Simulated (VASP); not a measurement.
# Al (Fm-3m) in VASP: a series of runs

Al is run at these levels: PBEsol; tasks: relaxation of cell and atoms.

Everything below comes from runs of VASP 6.6.1. Logs are shortened: lines on timing, memory, paths and dates and some standing lists are left out, and cuts for length are marked.

## Step 1: The cell of the first run

Symmetry: Fm-3m, No. 225, cubic system. The conventional cell has a = 4.050 Å, b = 4.050 Å, c = 4.050 Å, α = 90.00°, β = 90.00°, γ = 90.00°. Al (site symmetry m-3m) has 12 Al at 2.86 Å within 3.8 Å.

## Step 2: Relaxation of cell and atoms, PBEsol

INCAR

```
SYSTEM = Al
  PREC = Accurate
  ENCUT = 500
  EDIFF = 1E-7
  ISMEAR = -1
  SIGMA = 0.1
  LREAL = .FALSE.
  LASPH = .TRUE.
  NELM = 120
  ALGO = Normal
  ISIF = 3
  LWAVE = .FALSE.
  LCHARG = .FALSE.
  GGA = PS
  IBRION = 2
  NSW = 80
  EDIFFG = -0.01
  GGA_COMPAT = .FALSE.
  NELMIN = 4
```

KPOINTS

```
regular mesh
0
G
  9 9 9
  0 0 0
```

POSCAR

```
Al
1.0
    0.0000000000      2.0250000000      2.0250000000
    2.0250000000      0.0000000000      2.0250000000
    2.0250000000      2.0250000000      0.0000000000
Al
1
Direct
    0.0000000000      0.0000000000      0.0000000000
```

Potentials or basis: VASP PAW PBE potentials, release 64 (Al).

Run with:

```console
> cat potpaw_PBE.64/Al/POTCAR > POTCAR
> mpirun -np 1 vasp_std > vasp.out
```

OUTCAR:

```text
SYSTEM = Al
   PREC = Accurate
   ENCUT = 500
   EDIFF = 1E-7
   ISMEAR = -1
   LREAL = .FALSE.
   LASPH = .TRUE.
   NELM = 120
   ISIF = 3
   GGA = PS
   IBRION = 2
   NSW = 80
   EDIFFG = -0.01
   NELMIN = 4

 ion  position               nearest neighbor table
   1  0.000  0.000  0.000-

  LATTYP: Found a face centered cubic cell.
 ALAT       =     4.0500000000

  Lattice vectors:

 A1 = (   0.0000000000,   2.0250000000,   2.0250000000)
 A2 = (   2.0250000000,   0.0000000000,   2.0250000000)
 A3 = (   2.0250000000,   2.0250000000,   0.0000000000)

Analysis of symmetry for initial positions (statically):
=====================================================================
 Subroutine PRICEL returns:
 Original cell was already a primitive cell.

 Routine SETGRP: Setting up the symmetry group for a
 face centered cubic supercell.

 Subroutine GETGRP returns: Found 48 space group operations
 (whereof 48 operations were pure point group operations)
 out of a pool of 48 trial point group operations.

The static configuration has the point symmetry O_h .

Analysis of symmetry for dynamics (positions and initial velocities):
=====================================================================
 Subroutine PRICEL returns:
 Original cell was already a primitive cell.

 Routine SETGRP: Setting up the symmetry group for a
 face centered cubic supercell.

 Subroutine GETGRP returns: Found 48 space group operations
 (whereof 48 operations were pure point group operations)
 out of a pool of 48 trial point group operations.

The dynamic configuration has the point symmetry O_h .

 Subroutine INISYM returns: Found 48 space group operations
 (whereof 48 operations are pure point group operations),
 and found     1 'primitive' translations

----------------------------------------------------------------------------------------

                                     Primitive cell

  volume of cell :      16.6075

  direct lattice vectors                    reciprocal lattice vectors
     0.000000000  2.025000000  2.025000000    -0.246913580  0.246913580  0.246913580
     2.025000000  0.000000000  2.025000000     0.246913580 -0.246913580  0.246913580
     2.025000000  2.025000000  0.000000000     0.246913580  0.246913580 -0.246913580

  length of vectors
     2.863782464  2.863782464  2.863782464     0.427666866  0.427666866  0.427666866

  position of ions in fractional coordinates (direct lattice)
     0.000000000  0.000000000  0.000000000

  ion indices of the primitive-cell ions
   primitive index   ion index
                 1           1

----------------------------------------------------------------------------------------

 KPOINTS: regular mesh

Automatic generation of k-mesh.
 Grid dimensions read from file:
 generate k-points for:    9    9    9

 Generating k-lattice:

  Cartesian coordinates                     Fractional coordinates (reciprocal lattice)
    -0.027434842  0.027434842  0.027434842     0.111111111  0.000000000  0.000000000
     0.027434842 -0.027434842  0.027434842     0.000000000  0.111111111  0.000000000
     0.027434842  0.027434842 -0.027434842     0.000000000  0.000000000  0.111111111

  Length of vectors
     0.047518541  0.047518541  0.047518541

  Shift w.r.t. Gamma in fractional coordinates (k-lattice)
     0.000000000  0.000000000  0.000000000

 Subroutine IBZKPT returns following result:
 ===========================================

 Found     35 irreducible k-points:

 Following reciprocal coordinates:
            Coordinates               Weight
  0.000000  0.000000  0.000000      1.000000
  0.111111  0.000000  0.000000      8.000000
  0.222222  0.000000  0.000000      8.000000
  0.333333  0.000000  0.000000      8.000000
  0.444444  0.000000  0.000000      8.000000
  0.111111  0.111111  0.000000      6.000000
[... 16 lines left out ...]
 -0.333333  0.333333  0.000000     12.000000
  0.444444  0.444444  0.000000      6.000000
 [... further k-points ...]
   k-points           NKPTS =     35   k-points in BZ     NKDIM =     35   number of bands    NBANDS=      5
   number of dos      NEDOS =    301   number of ions     NIONS =      1
   total plane-waves  NPLWV =  13824
   dimension x,y,z NGX =    24 NGY =   24 NGZ =   24
   dimension x,y,z NGXF=    48 NGYF=   48 NGZF=   48
   ions per type =               1
   NGX,Y,Z   is equivalent  to a cutoff of  13.93, 13.93, 13.93 a.u.
   NGXF,Y,Z  is equivalent  to a cutoff of  27.86, 27.86, 27.86 a.u.
 SYSTEM =  Al
   PREC   = accura    normal or accurate (medium, high low for compatibility)
   ISTART =      0    job   : 0-new  1-cont  2-samecut
   ICHARG =      2    charge: 1-file 2-atom 10-const
   ISPIN  =      1    spin polarized calculation?
   LNONCOLLINEAR =      F non collinear calculations
   LSORBIT =      F    spin-orbit coupling
   LASPH  =      T    aspherical Exc in radial PAW
   ENCUT  =  500.0 eV  36.75 Ry    6.06 a.u.   5.22  5.22  5.22*2*pi/ulx,y,z
   NELM   =    120;   NELMIN=  4; NELMDL= -5     # of ELM steps
   EDIFF  = 0.1E-06   stopping-criterion for ELM
   LREAL  =      F    real-space projection
   EDIFFG = -.1E-01   stopping-criterion for IOM
   NSW    =     80    number of steps for IOM
   IBRION =      2    ionic relax: 0-MD 1-quasi-New 2-CG
   NFREE  =      1    steps in history (QN), initial steepest desc. (CG)
   ISIF   =      3    stress and relaxation
   ISYM   =      2    0-nonsym 1-usesym 2-fastsym
   POTIM  = 0.5000    time-step for ionic-motion
   TEBEG  =    0.0;   TEEND  =   0.0 temperature during run
   PSTRESS=    0.0 pullay stress
   NELECT =       3.0000    total number of electrons
   NUPDOWN=      -1.0000    fix difference up-down
   EMIN   =  10.00;   EMAX   =-10.00  energy-range for DOS
   EFERMI =   0.00;   METHOD = LEGACY
   ISMEAR =    -1;   SIGMA  =   0.10  broadening in eV -4-tet -1-fermi 0-gaus
   EFERMI_NEDOS =   21; number of points for ismear=-14 and -15
   IALGO  =     38    algorithm
   IMIX   =      4    mixing-type and parameters
     AMIX     =   0.40;   BMIX     =  1.00
     AMIX_MAG =   1.60;   BMIX_MAG =  1.00
  volume/ion in A,a.u.               =      16.61       112.07
  Fermi-wavevector in a.u.,A,eV,Ry     =   0.925437  1.748822 11.652489  0.856434
  Thomas-Fermi vector in A             =   2.051291
   LORBIT       =      0    0 simple, 1 ext, 2 COOP (PROOUT), +10 PAW based schemes
   GGA     = PS    functional components
   LHFCALC =     F    Hartree Fock is set to
   AEXX    =    0.0000 exact exchange contribution
   IVDW    =     0    specifies the selected vdW correction
   LEPSILON=     F    determine dielectric tensor
   LRPA    =     F    only Hartree local field effects (RPA)
 conjugate gradient relaxation of ions
 non-spin polarized calculation
  energy-cutoff  :      500.00
  volume of cell :       16.61
 maximum number of plane-waves:       436
 NGX is ok and might be reduce to    24
   NGX = 11   NGY = 11   NGZ = 11

--------------------------------------- Ionic step        1  -------------------------------------------

 number of electron       3.0000000 magnetization

 Free energy of the ion-electron system (eV)
  ---------------------------------------------------
  ext. energy  EPLUGINS =         0.00000000
  ---------------------------------------------------
  free energy    TOTEN  =        -4.06902325 eV

  energy without entropy =       -4.05105733  energy(sigma->0) =       -4.06004029

------------------------ aborting loop because EDIFF is reached ----------------------------------------

  FORCE on cell =-STRESS in cart. coord.  units (eV):
  Direction    XX          YY          ZZ          XY          YZ          ZX
  --------------------------------------------------------------------------------------
  -------------------------------------------------------------------------------------
  Total       -0.1788888     -0.1788888     -0.1788888     -0.0000000      0.0000000     -0.0000000
  in kB      -17.2579244    -17.2579244    -17.2579244     -0.0000000      0.0000000     -0.0000000
  external PRESSURE =     -17.2579244 kB  Pullay stress =       0.0000000 kB

 VOLUME and BASIS-vectors are now :
 -----------------------------------------------------------------------------
  energy-cutoff  :      500.00
  volume of cell :       16.61
      direct lattice vectors                 reciprocal lattice vectors
     0.000000000  2.025000000  2.025000000    -0.246913580  0.246913580  0.246913580
     2.025000000  0.000000000  2.025000000     0.246913580 -0.246913580  0.246913580
     2.025000000  2.025000000  0.000000000     0.246913580  0.246913580 -0.246913580
[... 36 lines left out ...]
 POSITION                                       TOTAL-FORCE (eV/Angst)
 -----------------------------------------------------------------------------------
      4.01505      2.00752      2.00752        -0.000000     -0.000000      0.000000
 -----------------------------------------------------------------------------------
    total drift:                               -0.000000     -0.000000     -0.000000

  FREE ENERGIE OF THE ION-ELECTRON SYSTEM (eV)
  ---------------------------------------------------
  free  energy   TOTEN  =        -4.0709790687 eV

  energy  without entropy=       -4.0528383055  energy(sigma->0) =       -4.06190869

--------------------------------------- Ionic step        3  -------------------------------------------

 number of electron       3.0000000 magnetization

 Free energy of the ion-electron system (eV)
  ---------------------------------------------------
  ext. energy  EPLUGINS =         0.00000000
  ---------------------------------------------------
  free energy    TOTEN  =        -4.07103603 eV

  energy without entropy =       -4.05292409  energy(sigma->0) =       -4.06198006

 E-fermi :   8.0903     XC(G=0): -10.3142

 val. band max:        7.9769272455   @ k =   0.4444   0.4444   0.0000
 cond. band min:       8.1158638682   @ k =  -0.4444   0.3333   0.1111
 fundamental gap:      0.1389366227
 Fermi energy:         8.0903094913

 k-point     1 :       0.0000    0.0000    0.0000
  band No.  band energies     occupation
      1      -3.1236      2.00000
      2      20.7986      0.00000
      3      20.7986      0.00000
      4      20.7986      0.00000
      5      22.4100      0.00000

 k-point     2 :       0.1111    0.0000    0.0000
  band No.  band energies     occupation
      1      -2.7849      2.00000
      2      17.0617      0.00000
      3      20.0009      0.00000
      4      20.0009      0.00000
      5      23.0185      0.00000

 k-point     3 :       0.2222    0.0000    0.0000
  band No.  band energies     occupation
      1      -1.7735      2.00000
      2      12.6311      0.00000
      3      19.2332      0.00000
      4      19.2332      0.00000
      5      22.6752      0.00000
[... 153 lines left out ...]
 k-point    23 :      -0.3333    0.3333    0.0000
  band No.  band energies     occupation
      1       4.7746      2.00000
      2       7.0187      1.99996
      3       8.5287      0.02464
      4      15.5120      0.00000
      5      17.2867      0.00000

 k-point    24 :       0.4444    0.4444    0.0000
  band No.  band energies     occupation
      1       3.8800      2.00000
      2       7.9769      1.51309
      3      13.4841      0.00000
      4      13.8719      0.00000
      5      13.8719      0.00000

 [... further k-points ...]

------------------------ aborting loop because EDIFF is reached ----------------------------------------

  FORCE on cell =-STRESS in cart. coord.  units (eV):
  Direction    XX          YY          ZZ          XY          YZ          ZX
  --------------------------------------------------------------------------------------
  -------------------------------------------------------------------------------------
  Total        0.0002641      0.0002641      0.0002641     -0.0000000     -0.0000000      0.0000000
  in kB        0.0260511      0.0260511      0.0260511     -0.0000000     -0.0000000      0.0000000
  external PRESSURE =       0.0260511 kB  Pullay stress =       0.0000000 kB

 VOLUME and BASIS-vectors are now :
 -----------------------------------------------------------------------------
  energy-cutoff  :      500.00
  volume of cell :       16.24
      direct lattice vectors                 reciprocal lattice vectors
     0.000000000  2.010007878  2.010007878    -0.248755244  0.248755244  0.248755244
     2.010007878 -0.000000000  2.010007878     0.248755244 -0.248755244  0.248755244
     2.010007878  2.010007878 -0.000000000     0.248755244  0.248755244 -0.248755244

 POSITION                                       TOTAL-FORCE (eV/Angst)
 -----------------------------------------------------------------------------------
      0.00000      0.00000      0.00000         0.000000      0.000000      0.000000
 -----------------------------------------------------------------------------------
    total drift:                                0.000000     -0.000000     -0.000000

  FREE ENERGIE OF THE ION-ELECTRON SYSTEM (eV)
  ---------------------------------------------------
  free  energy   TOTEN  =        -4.0710360350 eV

  energy  without entropy=       -4.0529240941  energy(sigma->0) =       -4.06198006

 reached required accuracy - stopping structural energy minimisation
```

Wall time 2.8 s (1 thread of Intel Xeon 6975P-C (Granite Rapids), shared host); peak memory 0.13 GiB.

Results:

```yaml
Free_energy: -4.0710 eV
Relaxed_volume: 16.24 Å³/atom
Relaxed_cell: a = 2.843 Å, b = 2.843 Å, c = 2.843 Å, α = 60.00°, β = 60.00°, γ = 60.00°
Space_group_after_relaxing_to_0.1_Å: Fm-3m (No. 225)
Energy_gained_by_relaxing: 2.0 meV/atom
Ionic_steps: 3
Pressure_after_relaxing: 0.0 GPa
Band_gap_on_the_k_mesh: zero (an odd number of electrons rules out a gap without spin polarisation)
```

Step by step:
| step | energy change (eV) | largest force (eV/Å) | pressure (GPa) | volume (Å³) |
| --- | --- | --- | --- | --- |
| 1 | 0.0000 | 0.0000 | -1.73 | 16.61 |
| 2 | -0.0020 | 0.0000 | 0.31 | 16.18 |
| 3 | -0.0020 | 0.0000 | 0.00 | 16.24 |

Final structure:
```
Al
1.0
     0.00000    2.01001    2.01001
     2.01001    0.00000    2.01001
     2.01001    2.01001    0.00000
Al
1
Direct
  0.00000 0.00000 0.00000
```

Caveat: the PAW data sets were made with another functional, which shifts forces and pressure a little.

## Step 3: Relaxation of cell and atoms, PBEsol, target pressure 10 GPa, at which the enthalpy is minimised

INCAR

```
SYSTEM = Al
ALGO = Normal
EDIFF = 1E-7
EDIFFG = -0.01
ENCUT = 500
GGA = PS
GGA_COMPAT = .FALSE.
IBRION = 2
ISIF = 3
ISMEAR = -1
LASPH = .TRUE.
LCHARG = .FALSE.
LREAL = .FALSE.
LWAVE = .FALSE.
NELM = 120
NELMIN = 4
NSW = 80
PREC = Accurate
PSTRESS = 100.0
SIGMA = 0.1
```

KPOINTS

```
k-points
0
G
  9 9 9
  0 0 0
```

POSCAR is that of step 2.

Potentials or basis: VASP PAW PBE potentials, release 64 (Al).

Run with:

```console
> cat potpaw_PBE.64/Al/POTCAR > POTCAR
> mpirun -np 1 vasp_std > vasp.out
```

It took 3.3 s on 1 thread of Intel Xeon 6975P-C (Granite Rapids), shared host; peak memory 0.13 GiB.

The run converged. Its results:

- Free energy: -4.0276 eV
- Relaxed volume: 14.71 Å³/atom
- Relaxed cell: a = 2.750 Å, b = 2.750 Å, c = 2.750 Å, α = 60.00°, β = 60.00°, γ = 60.00°
- Space group after relaxing (to 0.1 Å): Fm-3m (No. 225)
- Energy change on relaxing (the run minimises the enthalpy): +41.5 meV/atom
- Ionic steps: 3
- Pressure after relaxing: 10.0 GPa
- Band gap on the k mesh: zero (an odd number of electrons rules out a gap without spin polarisation)

Step by step:
| step | energy change (eV) | largest force (eV/Å) | pressure (GPa) | volume (Å³) |
| --- | --- | --- | --- | --- |
| 1 | 0.0000 | 0.0000 | -1.73 | 16.61 |
| 2 | 0.1162 | 0.0000 | 18.33 | 13.85 |
| 3 | 0.0415 | 0.0000 | 9.97 | 14.71 |

Final structure:
```cif
data_structure
_symmetry_space_group_name_H-M 'P 1'
_symmetry_Int_Tables_number 1
_cell_length_a 2.7505
_cell_length_b 2.7505
_cell_length_c 2.7505
_cell_angle_alpha 60.000
_cell_angle_beta 60.000
_cell_angle_gamma 60.000
_cell_volume 14.71
loop_
_atom_site_label
_atom_site_type_symbol
_atom_site_fract_x
_atom_site_fract_y
_atom_site_fract_z
_atom_site_occupancy
Al1 Al 0.00000 0.00000 0.00000 1
```

Levels at points of the mesh, in eV from the Fermi level:
```tsv
k point	band 1	band 2	band 3	band 4	band 5
(0.00, 0.00, 0.00)	-11.94	13.25	13.25	13.25	15.66
```

Caveat: the cell is relaxed towards a set pressure, so the run minimises the enthalpy, not the energy; the PAW data sets were made with another functional, which shifts forces and pressure a little.
